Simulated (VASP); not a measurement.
Write the native input for VASP 6.6.1 that does the following.

```
Task                   : electric field gradients
Functional             : PBE
Potentials or basis    : VASP PAW PBE potentials, release 64 (Si)
Cutoff                 : 400 eV
k mesh                 : 10 × 10 × 10, shifted
Occupations            : fermi-dirac, width 0.05 eV
Spin                   : collinear spin
Starting moments       : [0.2, 0.2] μB
Dipole correction      : no
Further INCAR settings : ALGO = Normal; EDIFF = 1e-08; NBANDS = 15; ISYM = -1
```

The structure of Si lies in POSCAR:

```
Si
1.0
    0.0000000000      2.7144176166      2.7144176166
    2.7144176166      0.0000000000      2.7144176166
    2.7144176166      2.7144176166      0.0000000000
Si
2
Direct
   -0.1925000000     -0.1025000000     -0.1025000000
    0.1925000000      0.1025000000      0.1025000000
```

One way to write it, as run:

INCAR

```
PREC = Accurate
ENCUT = 400
EDIFF = 1E-8
ISMEAR = -1
SIGMA = 0.05
LREAL = False
LASPH = True
NELM = 200
ALGO = Normal
ISIF = 2
LWAVE = False
LCHARG = False
ISPIN = 2
MAGMOM = 0.2 0.2
LORBIT = 11
GGA = PE
LEFG = True
ISYM = -1
NBANDS = 15
GGA_COMPAT = False
KPAR = 1
```

KPOINTS

```
explicit points
500
Reciprocal
  0.05000000   0.05000000   0.05000000 2
  0.05000000   0.05000000   0.15000000 2
  0.05000000   0.05000000   0.25000000 2
  0.05000000   0.05000000   0.35000000 2
  0.05000000   0.05000000   0.45000000 2
  0.05000000   0.05000000   0.55000000 2
[... 492 lines left out ...]
  0.45000000   0.95000000   0.85000000 2
  0.45000000   0.95000000   0.95000000 2
```

Potentials or basis: VASP PAW PBE potentials, release 64 (Si).

The run is started by

```console
$ cat potpaw_PBE.64/Si/POTCAR > POTCAR
$ mpirun -np 4 vasp_std > vasp.out
```

It gave:

```json
{"Pressure": "13.1 GPa", "Largest force": "9.972 eV/Å", "Band gap on the k mesh": "zero (filled and empty bands overlap)", "Net moment": "0.00 μB per cell", "Largest electric field gradient by atom": "Si -60.0 V/Å²", "Valence electrons inside the program's atomic spheres": "Si 1.76"}
```

Caveat: the cell stands under pressure; without QUAD_EFG the Cq values of the log hold for a quadrupole moment of 1 mb, not for the nuclei; forces of over 1 eV/Å act on the atoms, so gaps and moduli don't describe the material at rest.

Run time: 5.9 min on 4 MPI ranks on Intel(R) Xeon(R) Platinum 8259CL CPU @ 2.50GHz (Skylake/Cascade Lake), on a shared host, peak memory 0.2 GiB a rank.
